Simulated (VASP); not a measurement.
# Ti (Im-3m) in VASP: single point with LDA

Aim: the single point of Ti with LDA.

Everything below comes from runs of VASP 6.6.1. Logs are shortened: lines on timing, memory, paths and dates and some standing lists are left out, and cuts for length are marked.

## (1) The cell of the first run

The structure is cubic, space group Im-3m (No. 229). The conventional cell has a = 3.170 Å, b = 3.170 Å, c = 3.170 Å, α = 90.00°, β = 90.00°, γ = 90.00°. Within 3.6 Å of Ti (site symmetry m-3m) lie 14 Ti at 2.74 to 3.17 Å.

## (2) Single point, LDA

File INCAR:

```
ALGO = Normal ; EDIFF = 1E-6
ENCUT = 520 ; GGA = CA
ISIF = 2 ; ISMEAR = -1
LASPH = T ; LCHARG = F
LREAL = F ; LWAVE = F
NBANDS = 12 ; NELM = 80
PREC = Accurate ; SIGMA = 0.13605693000000002
```

File KPOINTS:

```
k-points
0
Gamma
  15 15 15
```

File POSCAR:

```
Ti
1.0
   -1.5847509618      1.5847509618      1.5847509618
    1.5847509618     -1.5847509618      1.5847509618
    1.5847509618      1.5847509618     -1.5847509618
Ti
1
Direct
    0.0000000000      0.0000000000      0.0000000000
```

Potentials or basis: VASP PAW LDA potentials, release 64 (Ti_sv).

Run with:

```bash
$ cat potpaw_LDA.64/Ti_sv/POTCAR > POTCAR
$ mpirun -np 1 vasp_std > vasp.out
```

OUTCAR:

```text
EDIFF = 1E-6
   ENCUT = 520
   GGA = CA
   ISIF = 2
   ISMEAR = -1
   LASPH = T
   LREAL = F
   NELM = 80
   PREC = Accurate

 ion  position               nearest neighbor table
   1  0.000  0.000  0.000-

  LATTYP: Found a body centered cubic cell.
 ALAT       =     3.1695019236

  Lattice vectors:

 A1 = (  -1.5847509618,   1.5847509618,   1.5847509618)
 A2 = (   1.5847509618,  -1.5847509618,   1.5847509618)
 A3 = (   1.5847509618,   1.5847509618,  -1.5847509618)

Analysis of symmetry for initial positions (statically):
=====================================================================
 Subroutine PRICEL returns:
 Original cell was already a primitive cell.

 Routine SETGRP: Setting up the symmetry group for a
 body centered cubic supercell.

 Subroutine GETGRP returns: Found 48 space group operations
 (whereof 48 operations were pure point group operations)
 out of a pool of 48 trial point group operations.

The static configuration has the point symmetry O_h .

Analysis of symmetry for dynamics (positions and initial velocities):
=====================================================================
 Subroutine PRICEL returns:
 Original cell was already a primitive cell.

 Routine SETGRP: Setting up the symmetry group for a
 body centered cubic supercell.

 Subroutine GETGRP returns: Found 48 space group operations
 (whereof 48 operations were pure point group operations)
 out of a pool of 48 trial point group operations.

The dynamic configuration has the point symmetry O_h .

 Subroutine INISYM returns: Found 48 space group operations
 (whereof 48 operations are pure point group operations),
 and found     1 'primitive' translations

----------------------------------------------------------------------------------------

                                     Primitive cell

  volume of cell :      15.9200

  direct lattice vectors                    reciprocal lattice vectors
    -1.584750962  1.584750962  1.584750962     0.000000000  0.315506986  0.315506986
     1.584750962 -1.584750962  1.584750962     0.315506986  0.000000000  0.315506986
     1.584750962  1.584750962 -1.584750962     0.315506986  0.315506986  0.000000000

  length of vectors
     2.744869183  2.744869183  2.744869183     0.446194259  0.446194259  0.446194259

  position of ions in fractional coordinates (direct lattice)
     0.000000000  0.000000000  0.000000000

  ion indices of the primitive-cell ions
   primitive index   ion index
                 1           1

----------------------------------------------------------------------------------------

 KPOINTS: k-points

Automatic generation of k-mesh.
 Grid dimensions read from file:
 generate k-points for:   15   15   15

 Generating k-lattice:

  Cartesian coordinates                     Fractional coordinates (reciprocal lattice)
     0.000000000  0.021033799  0.021033799     0.066666667  0.000000000  0.000000000
     0.021033799  0.000000000  0.021033799     0.000000000  0.066666667  0.000000000
     0.021033799  0.021033799  0.000000000     0.000000000  0.000000000  0.066666667

  Length of vectors
     0.029746284  0.029746284  0.029746284

  Shift w.r.t. Gamma in fractional coordinates (k-lattice)
     0.000000000  0.000000000  0.000000000

 Subroutine IBZKPT returns following result:
 ===========================================

 Found    120 irreducible k-points:

 Following reciprocal coordinates:
            Coordinates               Weight
  0.000000  0.000000  0.000000      1.000000
  0.066667  0.000000  0.000000     12.000000
  0.133333  0.000000  0.000000     12.000000
  0.200000  0.000000  0.000000     12.000000
  0.266667  0.000000  0.000000     12.000000
  0.333333  0.000000  0.000000     12.000000
[... 16 lines left out ...]
  0.333333  0.200000  0.000000     48.000000
  0.400000  0.200000  0.000000     24.000000
 [... further k-points ...]
   k-points           NKPTS =    120   k-points in BZ     NKDIM =    120   number of bands    NBANDS=     12
   number of dos      NEDOS =    301   number of ions     NIONS =      1
   total plane-waves  NPLWV =   8000
   dimension x,y,z NGX =    20 NGY =   20 NGZ =   20
   dimension x,y,z NGXF=    40 NGYF=   40 NGZF=   40
   ions per type =               1
   NGX,Y,Z   is equivalent  to a cutoff of  12.11, 12.11, 12.11 a.u.
   NGXF,Y,Z  is equivalent  to a cutoff of  24.23, 24.23, 24.23 a.u.
 SYSTEM =  unknown system
   PREC   = accura    normal or accurate (medium, high low for compatibility)
   ISTART =      0    job   : 0-new  1-cont  2-samecut
   ICHARG =      2    charge: 1-file 2-atom 10-const
   ISPIN  =      1    spin polarized calculation?
   LNONCOLLINEAR =      F non collinear calculations
   LSORBIT =      F    spin-orbit coupling
   LASPH  =      T    aspherical Exc in radial PAW
   ENCUT  =  520.0 eV  38.22 Ry    6.18 a.u.   5.10  5.10  5.10*2*pi/ulx,y,z
   NELM   =     80;   NELMIN=  2; NELMDL= -5     # of ELM steps
   EDIFF  = 0.1E-05   stopping-criterion for ELM
   LREAL  =      F    real-space projection
   EDIFFG = 0.1E-04   stopping-criterion for IOM
   NSW    =      0    number of steps for IOM
   IBRION =     -1    ionic relax: 0-MD 1-quasi-New 2-CG
   NFREE  =      0    steps in history (QN), initial steepest desc. (CG)
   ISIF   =      2    stress and relaxation
   ISYM   =      2    0-nonsym 1-usesym 2-fastsym
   POTIM  = 0.5000    time-step for ionic-motion
   TEBEG  =    0.0;   TEEND  =   0.0 temperature during run
   PSTRESS=    0.0 pullay stress
   NELECT =      12.0000    total number of electrons
   NUPDOWN=      -1.0000    fix difference up-down
   EMIN   =  10.00;   EMAX   =-10.00  energy-range for DOS
   EFERMI =   0.00;   METHOD = LEGACY
   ISMEAR =    -1;   SIGMA  =   0.14  broadening in eV -4-tet -1-fermi 0-gaus
   EFERMI_NEDOS =   21; number of points for ismear=-14 and -15
   IALGO  =     38    algorithm
   IMIX   =      4    mixing-type and parameters
     AMIX     =   0.40;   BMIX     =  1.00
     AMIX_MAG =   1.60;   BMIX_MAG =  1.00
  volume/ion in A,a.u.               =      15.92       107.43
  Fermi-wavevector in a.u.,A,eV,Ry     =   1.489890  2.815484 30.201837  2.219772
  Thomas-Fermi vector in A             =   2.602741
   LORBIT       =      0    0 simple, 1 ext, 2 COOP (PROOUT), +10 PAW based schemes
   GGA     = CA    functional components
   LHFCALC =     F    Hartree Fock is set to
   AEXX    =    0.0000 exact exchange contribution
   IVDW    =     0    specifies the selected vdW correction
   LEPSILON=     F    determine dielectric tensor
   LRPA    =     F    only Hartree local field effects (RPA)
 non-spin polarized calculation
  energy-cutoff  :      520.00
  volume of cell :       15.92
 maximum number of plane-waves:       444
   NGX = 11   NGY = 11   NGZ = 11

 number of electron      11.9999999 magnetization

 Free energy of the ion-electron system (eV)
  ---------------------------------------------------
  ext. energy  EPLUGINS =         0.00000000
  ---------------------------------------------------
  free energy    TOTEN  =        -8.52370733 eV

  energy without entropy =       -8.39891432  energy(sigma->0) =       -8.46131082

 E-fermi :   8.7780     XC(G=0): -12.2021

 val. band max:        8.7631942059   @ k =   0.2000   0.0667   0.0667
 cond. band min:       8.7802678860   @ k =  -0.3333   0.3333   0.1333
 fundamental gap:      0.0170736801
 Fermi energy:         8.7780200887

 k-point     1 :       0.0000    0.0000    0.0000
  band No.  band energies     occupation
      1     -46.8927      2.00000
      2     -22.9962      2.00000
      3     -22.9962      2.00000
      4     -22.9962      2.00000
      5       2.7391      2.00000
      6       9.8039      0.00106
      7       9.8039      0.00106
      8       9.8039      0.00106
      9      11.7794      0.00000
     10      11.7794      0.00000
     11      26.8966      0.00000
     12      26.8966      0.00000

 k-point     2 :       0.0667    0.0000    0.0000
  band No.  band energies     occupation
      1     -46.8843      2.00000
      2     -23.0378      2.00000
      3     -23.0087      2.00000
      4     -22.9965      2.00000
      5       2.9048      2.00000
      6       9.7252      0.00189
      7       9.7826      0.00124
      8       9.9291      0.00042
      9      11.6859      0.00000
     10      11.7838      0.00000
     11      26.7264      0.00000
     12      26.8998      0.00000

 k-point     3 :       0.1333    0.0000    0.0000
  band No.  band energies     occupation
      1     -46.8606      2.00000
      2     -23.1546      2.00000
      3     -23.0440      2.00000
      4     -22.9974      2.00000
      5       3.3823      2.00000
      6       9.5097      0.00920
      7       9.6803      0.00263
      8      10.2944      0.00003
      9      11.5013      0.00000
     10      11.8020      0.00000
     11      26.1062      0.00000
     12      26.7336      0.00000

 k-point     4 :       0.2000    0.0000    0.0000
  band No.  band energies     occupation
      1     -46.8254      2.00000
      2     -23.3237      2.00000
      3     -23.0956      2.00000
      4     -22.9989      2.00000
      5       4.1064      2.00000
      6       9.2095      0.08053
      7       9.4480      0.01444
      8      10.8678      0.00000
      9      11.4140      0.00000
     10      11.8439      0.00000
     11      24.8934      0.00000
     12      26.0952      0.00000

 k-point     5 :       0.2667    0.0000    0.0000
  band No.  band energies     occupation
      1     -46.7848      2.00000
      2     -23.5141      2.00000
      3     -23.1543      2.00000
      4     -23.0006      2.00000
      5       4.9436      2.00000
      6       8.8867      0.62051
      7       9.2018      0.08499
      8      11.4846      0.00000
      9      11.5909      0.00000
     10      11.9156      0.00000
     11      23.2097      0.00000
     12      25.1019      0.00000

 k-point     6 :       0.3333    0.0000    0.0000
  band No.  band energies     occupation
      1     -46.7456      2.00000
      2     -23.6924      2.00000
      3     -23.2099      2.00000
      4     -23.0022      2.00000
      5       5.6547      2.00000
      6       8.5969      1.58207
      7       9.2249      0.07222
      8      11.6308      0.00000
      9      12.0102      0.00000
     10      12.3691      0.00000
     11      21.3769      0.00000
     12      24.1037      0.00000

 k-point     7 :       0.4000    0.0000    0.0000
  band No.  band energies     occupation
      1     -46.7148      2.00000
      2     -23.8295      2.00000
      3     -23.2530      2.00000
      4     -23.0035      2.00000
      5       6.0150      2.00000
      6       8.3816      1.89701
      7       9.6832      0.00258
      8      11.7519      0.00000
      9      12.1042      0.00000
     10      13.0601      0.00000
     11      19.7431      0.00000
     12      23.3317      0.00000

 k-point     8 :       0.4667    0.0000    0.0000
  band No.  band energies     occupation
      1     -46.6979      2.00000
      2     -23.9037      2.00000
      3     -23.2765      2.00000
      4     -23.0042      2.00000
      5       6.1057      2.00000
      6       8.2676      1.95412
      7      10.2271      0.00005
      8      11.7849      0.00000
      9      12.1641      0.00000
     10      13.4808      0.00000
     11      18.7174      0.00000
     12      22.9143      0.00000
[... 166 lines left out ...]
 k-point    20 :       0.4000    0.1333    0.0000
  band No.  band energies     occupation
      1     -46.6899      2.00000
      2     -23.8536      2.00000
      3     -23.3291      2.00000
      4     -23.0554      2.00000
      5       6.5137      2.00000
      6       8.2977      1.94309
      7       9.4853      0.01099
      8      11.6978      0.00000
      9      12.3796      0.00000
     10      14.2844      0.00000
     11      18.6392      0.00000
     12      22.3571      0.00000

 k-point    21 :       0.2000    0.2000    0.0000
  band No.  band energies     occupation
      1     -46.7363      2.00000
      2     -23.6583      2.00000
      3     -23.2401      2.00000
      4     -23.0678      2.00000
      5       6.1110      2.00000
      6       8.4614      1.82214
      7       8.8213      0.84237
      8      11.3402      0.00000
      9      12.1882      0.00000
     10      12.9564      0.00000
     11      22.4658      0.00000
     12      22.5645      0.00000

 k-point    22 :       0.2667    0.2000    0.0000
  band No.  band energies     occupation
      1     -46.7072      2.00000
      2     -23.7377      2.00000
      3     -23.3227      2.00000
      4     -23.0800      2.00000
      5       6.7114      2.00000
      6       8.2636      1.95540
      7       8.7998      0.91999
      8      11.5019      0.00000
      9      12.2485      0.00000
     10      13.9120      0.00000
     11      20.6900      0.00000
     12      21.7862      0.00000

 k-point    23 :       0.3333    0.2000    0.0000
  band No.  band energies     occupation
      1     -46.6875      2.00000
      2     -23.7842      2.00000
      3     -23.3878      2.00000
      4     -23.0859      2.00000
      5       6.9364      2.00000
      6       8.2559      1.95780
      7       8.9209      0.51828
      8      11.6661      0.00000
      9      12.3095      0.00000
     10      14.8233      0.00000
     11      19.1114      0.00000
     12      21.2508      0.00000

 k-point    24 :       0.4000    0.2000    0.0000
  band No.  band energies     occupation
      1     -46.6805      2.00000
      2     -23.7992      2.00000
      3     -23.4125      2.00000
      4     -23.0878      2.00000
      5       6.9612      2.00000
      6       8.2701      1.95328
      7       9.0195      0.28988
      8      11.7228      0.00000
      9      12.3584      0.00000
     10      15.3014      0.00000
     11      18.3777      0.00000
     12      21.0463      0.00000

 [... further k-points ...]
[... 5 lines left out ...]
  --------------------------------------------------------------------------------------
  -------------------------------------------------------------------------------------
  Total        0.0209936      0.0209936      0.0209936     -0.0000000      0.0000000      0.0000000
  in kB        2.1127842      2.1127842      2.1127842     -0.0000000      0.0000000      0.0000000
  external PRESSURE =       2.1127842 kB  Pullay stress =       0.0000000 kB

 VOLUME and BASIS-vectors are now :
 -----------------------------------------------------------------------------
  energy-cutoff  :      520.00
  volume of cell :       15.92
      direct lattice vectors                 reciprocal lattice vectors
    -1.584750962  1.584750962  1.584750962     0.000000000  0.315506986  0.315506986
     1.584750962 -1.584750962  1.584750962     0.315506986  0.000000000  0.315506986
     1.584750962  1.584750962 -1.584750962     0.315506986  0.315506986  0.000000000

 POSITION                                       TOTAL-FORCE (eV/Angst)
 -----------------------------------------------------------------------------------
      0.00000      0.00000      0.00000         0.000000     -0.000000      0.000000
 -----------------------------------------------------------------------------------
    total drift:                                0.000000     -0.000000      0.000000

  FREE ENERGIE OF THE ION-ELECTRON SYSTEM (eV)
  ---------------------------------------------------
  free  energy   TOTEN  =        -8.5237073252 eV

  energy  without entropy=       -8.3989143226  energy(sigma->0) =       -8.46131082
```

Run time: 11 s. Hardware: 1 thread of Intel Xeon 6975P-C (Granite Rapids), shared host; peak memory 0.13 GiB.

Results:

- Free energy: -8.5237 eV
- Pressure: 0.2 GPa
- Band gap on the k mesh: zero (band 6 reaches 9.80 eV, above the bottom of band 7 at 8.05 eV)

Levels at points of the mesh, in eV from the Fermi level:
```tsv
k point	band 4	band 5	band 6	band 7	band 8	band 9
(0.00, 0.00, 0.00)	-31.77	-6.04	1.03	1.03	1.03	3.00
```
